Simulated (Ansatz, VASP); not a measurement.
## One calculation of Sb, two programs

POSCAR

```
Sb
1.0
    3.1600000000      0.0000000000      0.0000000000
    0.0000000000      3.1600000000      0.0000000000
    0.0000000000      0.0000000000      3.1600000000
Sb
1
Direct
    0.0000000000      0.0000000000      0.0000000000
```

Contents of INCAR.step1:

```
SYSTEM = Sb
PREC = Accurate
ENCUT = 520
EDIFF = 1E-5
ISMEAR = -1
SIGMA = 0.05
LREAL = .False.
LASPH = .True.
NELM = 60
ALGO = Normal
ISIF = 2
LWAVE = .True.
LCHARG = .False.
GGA = PE
NBANDS = 8
```

File INCAR.step2:

```
SYSTEM = Sb
PREC = Accurate
ENCUT = 520
EDIFF = 1E-6
ISMEAR = -1
SIGMA = 0.05
LREAL = .False.
LASPH = .True.
NELM = 60
ALGO = Normal
ISIF = 2
LWAVE = .False.
LCHARG = .False.
GGA = PE
LHFCALC = .True.
AEXX = 0.5
HFSCREEN = 0.2
PRECFOCK = Normal
ISTART = 1
NBANDS = 8
```

KPOINTS

```
regular mesh
0
Gamma
  4 4 4
  0 0 0
```

input.yaml

```yaml
crystal:
  lattice:
    - [3.16, 0.0, 0.0]
    - [0.0, 3.16, 0.0]
    - [0.0, 0.0, 3.16]
  atoms:
    - { symbol: Sb, position: [0.0, 0.0, 0.0] }
hamiltonian:
  xc: { exchange: pbe, correlation: pbe, exx: { coeff: 0.5, omega: 0.2 } }
  pseudopotentials: { kind: paw }
kpoints:
  mp_grid: { grid: [4, 4, 4] }
scf:
  occupations: { method: fermi_dirac, width: 0.05 }
output:
  forces: true
  stress: true
  eigenvalues: true
  write_density: true
  write_potential: true
  elf: true
  volumetric_format: npy
```

Alike in both runs: task single point; functional PBE-based screened hybrid; k mesh 4 × 4 × 4; occupations fermi-dirac, width 0.05 eV; no spin polarisation.

|  | VASP | Ansatz |
| --- | --- | --- |
| version | VASP 6.6.1 | Ansatz 0.2.0 |
| potentials or method | VASP PAW PBE potentials, release 64 (Sb) | Ansatz PAW |
| plane-wave cutoff (eV) | 520 | 420 |
| valence electrons in the cell | 5 | 15 |

VASP gave:

* gap on the k mesh at the Fermi level (eV): none
* pressure (GPa): -11.1

Task: What did Ansatz give for the same quantities?

Result: gap on the k mesh at the Fermi level (eV): none; pressure (GPa): -7.8.

VASP's potentials were made for PBE, not for PBE-based screened hybrid. A gap of «none» marks a metal or a gap that the smearing closes. VASP's potentials hold 5 valence electrons a cell and Ansatz's 15, so a difference there can come from the potentials and not from the codes.

The k mesh is coarse, so the values compare programs but aren't converged. Spin-orbit coupling is off throughout.
